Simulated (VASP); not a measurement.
# BAs in VASP: further runs

BAs is run at these levels: PBE, r2SCAN; tasks: single point.

Everything below comes from runs of VASP 6.6.1. Logs are shortened: lines on timing, memory, paths and dates and some standing lists are left out, and cuts for length are marked.

**1. The cell of the first run**

The cell holds a slab with vacuum, 8 atoms: a = 3.400 Å, b = 3.400 Å, c = 24.023 Å, α = 90.00°, β = 90.00°, γ = 120.00°.

**2. Single point, PBE**

The input, INCAR:

```
SYSTEM = BAs
  ALGO = Normal
  DIPOL = 0.5 0.5 0.500
  EDIFF = 1E-6
  ENCUT = 520
  GGA = PE
  IDIPOL = 3
  ISIF = 2
  ISMEAR = -1
  LASPH = .TRUE.
  LCHARG = .FALSE.
  LDIPOL = .TRUE.
  LREAL = .FALSE.
  LWAVE = .FALSE.
  NBANDS = 26
  NELM = 100
  PREC = Accurate
  SIGMA = 0.3
```

The input, KPOINTS:

```
k-points
0
G
  9 9 1
  0 0 0
```

The input, POSCAR:

```
BAs
1.0
    3.4003508765      0.0000000000      0.0000000000
   -1.7001754383      2.9447902409      0.0000000000
    0.0000000000      0.0000000000     24.0232183101
As B
4 4
Direct
    0.0000000000      0.0000000000      0.3121979704
    0.3333333333      0.6666666667      0.4277684502
    0.6666666667      0.3333333333      0.5433389299
    0.0000000000      0.0000000000      0.6589094096
    0.3333333333      0.6666666667      0.3410905904
    0.6666666667      0.3333333333      0.4566610701
    0.0000000000      0.0000000000      0.5722315498
    0.3333333333      0.6666666667      0.6878020296
```

Potentials or basis: VASP PAW PBE potentials, release 64 (As, B).

Command:

```console
$ cat potpaw_PBE.64/As/POTCAR potpaw_PBE.64/B/POTCAR > POTCAR
$ mpirun -np 1 vasp_std > vasp.out
```

OUTCAR:

```text
SYSTEM = BAs
   EDIFF = 1E-6
   ENCUT = 520
   GGA = PE
   ISIF = 2
   ISMEAR = -1
   LASPH = .TRUE.
   LREAL = .FALSE.
   NELM = 100
   PREC = Accurate

 ion  position               nearest neighbor table
   1  0.000  0.000  0.312-   5 2.08   5 2.08   5 2.08
   2  0.333  0.667  0.428-   6 2.08   6 2.08   6 2.08   5 2.08
   3  0.667  0.333  0.543-   7 2.08   7 2.08   7 2.08   6 2.08
   4  0.000  0.000  0.659-   7 2.08   8 2.08   8 2.08   8 2.08
   5  0.333  0.667  0.341-   2 2.08   1 2.08   1 2.08   1 2.08
   6  0.667  0.333  0.457-   2 2.08   2 2.08   2 2.08   3 2.08
   7  0.000  0.000  0.572-   3 2.08   3 2.08   3 2.08   4 2.08
   8  0.333  0.667  0.688-   4 2.08   4 2.08   4 2.08

  LATTYP: Found a hexagonal cell.
 ALAT       =     3.4003508765
 C/A-ratio  =     7.0649233513

  Lattice vectors:

 A1 = (   3.4003508765,   0.0000000000,   0.0000000000)
 A2 = (  -1.7001754383,   2.9447902409,   0.0000000000)
 A3 = (   0.0000000000,   0.0000000000,  24.0232183101)

Analysis of symmetry for initial positions (statically):
=====================================================================
 Subroutine PRICEL returns:
 Original cell was already a primitive cell.

 Routine SETGRP: Setting up the symmetry group for a
 hexagonal supercell.

 Subroutine GETGRP returns: Found  6 space group operations
 (whereof  6 operations were pure point group operations)
 out of a pool of 24 trial point group operations.

The static configuration has the point symmetry C_3v.

Analysis of symmetry for dynamics (positions and initial velocities):
=====================================================================
 Subroutine PRICEL returns:
 Original cell was already a primitive cell.

 Routine SETGRP: Setting up the symmetry group for a
 hexagonal supercell.

 Subroutine GETGRP returns: Found  6 space group operations
 (whereof  6 operations were pure point group operations)
 out of a pool of 24 trial point group operations.

The dynamic configuration has the point symmetry C_3v.

 Subroutine INISYM returns: Found  6 space group operations
 (whereof  6 operations are pure point group operations),
 and found     1 'primitive' translations

----------------------------------------------------------------------------------------

                                     Primitive cell

  volume of cell :     240.5522

  direct lattice vectors                    reciprocal lattice vectors
     3.400350877  0.000000000  0.000000000     0.294087298  0.169791380  0.000000000
    -1.700175438  2.944790241  0.000000000     0.000000000  0.339582761  0.000000000
     0.000000000  0.000000000 24.023218310     0.000000000  0.000000000  0.041626396

  length of vectors
     3.400350877  3.400350877 24.023218310     0.339582761  0.339582761  0.041626396

  position of ions in fractional coordinates (direct lattice)
     0.000000000  0.000000000  0.312197970
     0.333333333  0.666666667  0.427768450
     0.666666667  0.333333333  0.543338930
     0.000000000  0.000000000  0.658909410
     0.333333333  0.666666667  0.341090590
     0.666666667  0.333333333  0.456661070
     0.000000000  0.000000000  0.572231550
     0.333333333  0.666666667  0.687802030

  ion indices of the primitive-cell ions
   primitive index   ion index
                 1           1
                 2           2
                 3           3
                 4           4
                 5           5
                 6           6
                 7           7
                 8           8

----------------------------------------------------------------------------------------

 KPOINTS: k-points

Automatic generation of k-mesh.
 Grid dimensions read from file:
 generate k-points for:    9    9    1

 Generating k-lattice:

  Cartesian coordinates                     Fractional coordinates (reciprocal lattice)
     0.032676366  0.018865709  0.000000000     0.111111111 -0.000000000  0.000000000
     0.000000000  0.037731418  0.000000000     0.000000000  0.111111111  0.000000000
     0.000000000  0.000000000  0.041626396     0.000000000  0.000000000  1.000000000

  Length of vectors
     0.037731418  0.037731418  0.041626396

  Shift w.r.t. Gamma in fractional coordinates (k-lattice)
     0.000000000  0.000000000  0.000000000

 Subroutine IBZKPT returns following result:
 ===========================================

 Found     12 irreducible k-points:

 Following reciprocal coordinates:
            Coordinates               Weight
  0.000000  0.000000  0.000000      1.000000
  0.111111  0.000000  0.000000      6.000000
  0.222222  0.000000  0.000000      6.000000
  0.333333  0.000000  0.000000      6.000000
  0.444444  0.000000  0.000000      6.000000
  0.111111  0.111111  0.000000      6.000000
  0.222222  0.111111  0.000000     12.000000
  0.333333  0.111111  0.000000     12.000000
  0.444444  0.111111  0.000000      6.000000
  0.222222  0.222222  0.000000      6.000000
  0.333333  0.222222  0.000000     12.000000
  0.333333  0.333333  0.000000      2.000000
   k-points           NKPTS =     12   k-points in BZ     NKDIM =     12   number of bands    NBANDS=     26
   number of dos      NEDOS =    301   number of ions     NIONS =      8
   total plane-waves  NPLWV = 141120
   dimension x,y,z NGX =    28 NGY =   28 NGZ =  180
   dimension x,y,z NGXF=    56 NGYF=   56 NGZF=  360
   ions per type =               4   4
   NGX,Y,Z   is equivalent  to a cutoff of  13.69, 13.69, 12.46 a.u.
   NGXF,Y,Z  is equivalent  to a cutoff of  27.38, 27.38, 24.91 a.u.
 SYSTEM =  BAs
   PREC   = accura    normal or accurate (medium, high low for compatibility)
   ISTART =      0    job   : 0-new  1-cont  2-samecut
   ICHARG =      2    charge: 1-file 2-atom 10-const
   ISPIN  =      1    spin polarized calculation?
   LNONCOLLINEAR =      F non collinear calculations
   LSORBIT =      F    spin-orbit coupling
   LASPH  =      T    aspherical Exc in radial PAW
   ENCUT  =  520.0 eV  38.22 Ry    6.18 a.u.   6.32  6.32 44.67*2*pi/ulx,y,z
   NELM   =    100;   NELMIN=  2; NELMDL= -5     # of ELM steps
   EDIFF  = 0.1E-05   stopping-criterion for ELM
   LREAL  =      F    real-space projection
   EDIFFG = 0.1E-04   stopping-criterion for IOM
   NSW    =      0    number of steps for IOM
   IBRION =     -1    ionic relax: 0-MD 1-quasi-New 2-CG
   NFREE  =      0    steps in history (QN), initial steepest desc. (CG)
   ISIF   =      2    stress and relaxation
   ISYM   =      2    0-nonsym 1-usesym 2-fastsym
   POTIM  = 0.5000    time-step for ionic-motion
   TEBEG  =    0.0;   TEEND  =   0.0 temperature during run
   PSTRESS=    0.0 pullay stress
   NELECT =      32.0000    total number of electrons
   NUPDOWN=      -1.0000    fix difference up-down
   EMIN   =  10.00;   EMAX   =-10.00  energy-range for DOS
   EFERMI =   0.00;   METHOD = LEGACY
   ISMEAR =    -1;   SIGMA  =   0.30  broadening in eV -4-tet -1-fermi 0-gaus
   EFERMI_NEDOS =   21; number of points for ismear=-14 and -15
   IALGO  =     38    algorithm
   IMIX   =      4    mixing-type and parameters
     AMIX     =   0.40;   BMIX     =  1.00
     AMIX_MAG =   1.60;   BMIX_MAG =  1.00
  volume/ion in A,a.u.               =      30.07       202.92
  Fermi-wavevector in a.u.,A,eV,Ry     =   0.835709  1.579261  9.502438  0.698409
  Thomas-Fermi vector in A             =   1.949312
   LORBIT       =      0    0 simple, 1 ext, 2 COOP (PROOUT), +10 PAW based schemes
   GGA     = PE    functional components
   LHFCALC =     F    Hartree Fock is set to
   AEXX    =    0.0000 exact exchange contribution
   IVDW    =     0    specifies the selected vdW correction
   LEPSILON=     F    determine dielectric tensor
   LRPA    =     F    only Hartree local field effects (RPA)
 non-spin polarized calculation
  energy-cutoff  :      520.00
  volume of cell :      240.55
 maximum number of plane-waves:      6521
 NGX is ok and might be reduce to    28
   NGX = 13   NGY = 13   NGZ = 89

 dipolmoment           0.000000      0.000000      0.023187 electrons x Angstroem

 number of electron      31.9999999 magnetization

 dipolmoment           0.000000      0.000000     -0.027445 electrons x Angstroem

 Free energy of the ion-electron system (eV)
  ---------------------------------------------------
  ext. energy  EPLUGINS =         0.00000000
  ---------------------------------------------------
  free energy    TOTEN  =       -43.38930338 eV

  energy without entropy =      -42.62765795  energy(sigma->0) =      -43.00848066

 E-fermi :  -0.0548     XC(G=0):  -5.5417

 val. band max:       -0.1404643688   @ k =   0.1111   0.1111   0.0000
 cond. band min:      -0.0302422599   @ k =   0.0000   0.0000   0.0000
 fundamental gap:      0.1102221090
 Fermi energy:        -0.0548262607

 k-point     1 :       0.0000    0.0000    0.0000
  band No.  band energies     occupation
      1     -15.1838      2.00000
      2     -14.3648      2.00000
      3     -13.4468      2.00000
      4     -12.4760      2.00000
      5      -7.9199      2.00000
      6      -5.8341      2.00000
[... 18 lines left out ...]
     25       4.4013      0.00000
     26       4.5215      0.00000

 k-point     2 :       0.1111    0.0000    0.0000
  band No.  band energies     occupation
      1     -15.0082      2.00000
      2     -14.1925      2.00000
      3     -13.2808      2.00000
      4     -12.3103      2.00000
      5      -7.7934      2.00000
      6      -5.7428      2.00000
[... 18 lines left out ...]
     25       4.8261      0.00000
[... 260 lines left out ...]
     25       6.2567      0.00000
     26       6.3604      0.00000

 k-point    12 :       0.3333    0.3333    0.0000
  band No.  band energies     occupation
      1     -11.7920      2.00000
      2     -11.5988      2.00000
      3     -11.4484      2.00000
      4     -10.0771      2.00000
      5      -8.0744      2.00000
      6      -7.9118      2.00000
[... 18 lines left out ...]
     25       7.1389      0.00000
     26       7.2651      0.00000

------------------------ aborting loop because EDIFF is reached ----------------------------------------

 vacuum level on the upper side and lower side of the slab       (xc-potential included)        -0.420         0.073

  FORCE on cell =-STRESS in cart. coord.  units (eV):
  Direction    XX          YY          ZZ          XY          YZ          ZX
  --------------------------------------------------------------------------------------
  -------------------------------------------------------------------------------------
  Total       -0.4527944     -0.4527944      0.4476778      0.0000000      0.0000000      0.0000000
  in kB       -3.0157989     -3.0157989      2.9817203      0.0000000      0.0000000      0.0000000
  external PRESSURE =      -1.0166258 kB  Pullay stress =       0.0000000 kB

 VOLUME and BASIS-vectors are now :
 -----------------------------------------------------------------------------
  energy-cutoff  :      520.00
  volume of cell :      240.55
      direct lattice vectors                 reciprocal lattice vectors
     3.400350877  0.000000000  0.000000000     0.294087298  0.169791380  0.000000000
    -1.700175438  2.944790241  0.000000000     0.000000000  0.339582761  0.000000000
     0.000000000  0.000000000 24.023218310     0.000000000  0.000000000  0.041626396

 POSITION                                       TOTAL-FORCE (eV/Angst)
 -----------------------------------------------------------------------------------
      0.00000      0.00000      7.50000        -0.000000     -0.000000      0.016283
     -0.00000      1.96319     10.27637         0.000000     -0.000000      0.095687
      1.70018      0.98160     13.05275         0.000000      0.000000      0.155676
      0.00000      0.00000     15.82912        -0.000000      0.000000      2.088053
     -0.00000      1.96319      8.19409        -0.000000     -0.000000     -0.212215
      1.70018      0.98160     10.97047         0.000000      0.000000     -0.040710
      0.00000      0.00000     13.74684        -0.000000     -0.000000     -0.435412
     -0.00000      1.96319     16.52322        -0.000000     -0.000000     -1.667363
 -----------------------------------------------------------------------------------
    total drift:                               -0.000000     -0.000000     -0.000381

  FREE ENERGIE OF THE ION-ELECTRON SYSTEM (eV)
  ---------------------------------------------------
  free  energy   TOTEN  =       -43.3893033777 eV

  energy  without entropy=      -42.6276579502  energy(sigma->0) =      -43.00848066

 vacuum level on the upper side and lower side of the slab         4.669         5.172
```

Wall time 2.7 min (1 thread of Intel Xeon Platinum 8259CL at 2.50GHz (Skylake/Cascade Lake), shared host); peak memory 0.38 GiB.

Results:

```yaml
Free_energy: -43.3893 eV
Largest_force: 2.088 eV/Å
```

Forces in eV/Å, atoms in the order of the input:
```
As   0.000  0.000  0.016
As   0.000  0.000  0.096
As   0.000  0.000  0.156
As   0.000  0.000  2.088
B    0.000  0.000 -0.212
B    0.000  0.000 -0.041
B    0.000  0.000 -0.435
B    0.000  0.000 -1.667
```

Levels at points of the mesh, in eV from the Fermi level:
```tsv
k point	band 12	band 13	band 14	band 15	band 16	band 17	band 18	band 19	band 20	band 21
(0.00, 0.00, 0.00)	-0.53	-0.53	-0.34	0.02	0.02	0.82	2.51	2.99	3.58	3.58
```

(Continued in part 2 of 2.)
